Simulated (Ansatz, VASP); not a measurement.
SrCl2: VASP beside Ansatz

File POSCAR:

```
SrCl2
1.0
   -0.0699543617      3.4977180848      3.4977180848
    3.4977180848     -0.0699543617      3.4977180848
    3.4277637231      3.4277637231      0.0000000000
Sr Cl
1 2
Direct
    0.0000000000      0.0000000000      0.0000000000
    0.2532542116      0.2532542116      0.2467457884
    0.7467457884      0.7467457884      0.7532542116
```

File INCAR.step1:

```
  PREC = Accurate
  ENCUT = 520
  ISMEAR = 0
  SIGMA = 0.01
  LREAL = False
  LASPH = True
  NELM = 100
  NBANDS = 19
  GGA = PE
  ALGO = Normal
  EDIFF = 1E-4
  LWAVE = True
  LCHARG = False
```

The input INCAR.step2:

```
  PREC = Accurate
  ENCUT = 520
  EDIFF = 1E-6
  ISMEAR = 0
  SIGMA = 0.01
  LREAL = False
  LASPH = True
  NELM = 100
  ALGO = Normal
  ISIF = 2
  LWAVE = False
  LCHARG = False
  METAGGA = R2SCAN
  LMIXTAU = True
  NBANDS = 19
  ISTART = 1
```

The input KPOINTS:

```
regular mesh
0
Gamma
  6 6 6
```

Input for Ansatz:

```yaml
crystal:
  lattice:
    - [-0.0699543617, 3.4977180848, 3.4977180848]
    - [3.4977180848, -0.0699543617, 3.4977180848]
    - [3.4277637231, 3.4277637231, 0.0]
  atoms:
    - { symbol: Sr, position: [0.0, 0.0, 0.0] }
    - { symbol: Cl, position: [0.2532542116, 0.2532542116, 0.2467457884] }
    - { symbol: Cl, position: [0.7467457884, 0.7467457884, 0.7532542116] }
kpoints:
  mp_grid: { grid: [6, 6, 6] }
  band_path:
    path:
      - [0.0, 0.0, 0.0]
      - [0.5, 0.0, 0.5]
      - [0.625, 0.25, 0.625]
      - [0.375, 0.375, 0.75]
      - [0.5, 0.5, 0.5]
      - [0.5, 0.25, 0.75]
    npoints: 1
hamiltonian:
  xc: r2scan
scf:
  occupations: { method: fixed }
  n_extra_bands: 4
output:
  forces: true
  stress: true
  eigenvalues: true
```

Change from the starting cell: shear_xy strain -4.0%.

Alike in both runs: task single point; functional r2SCAN; k mesh 6 × 6 × 6; no spin polarisation.

|  | VASP | Ansatz |
| --- | --- | --- |
| version | VASP 6.6.1 | Ansatz 0.2.0 |
| potentials or method | VASP PAW PBE potentials, release 64 (Sr_sv, Cl) | plane waves, PAW |
| plane-wave cutoff (eV) | 520 | 500 |
| occupations | gaussian, width 0.01 eV | fixed |
| valence electrons in the cell | 24 | 24 |

|  | VASP | Ansatz | Ansatz less VASP |
| --- | --- | --- | --- |
| gap on the k mesh at the Fermi level (eV) | 5.94 | 5.94 | +0.001 |
| pressure (GPa) | 0.1 | 0.0 | -0.04 |
| traceless stress, the component that is largest in VASP (GPa) | 0.41 | 0.40 | -0.008 |

VASP's potentials were made for PBE, not for r2SCAN.
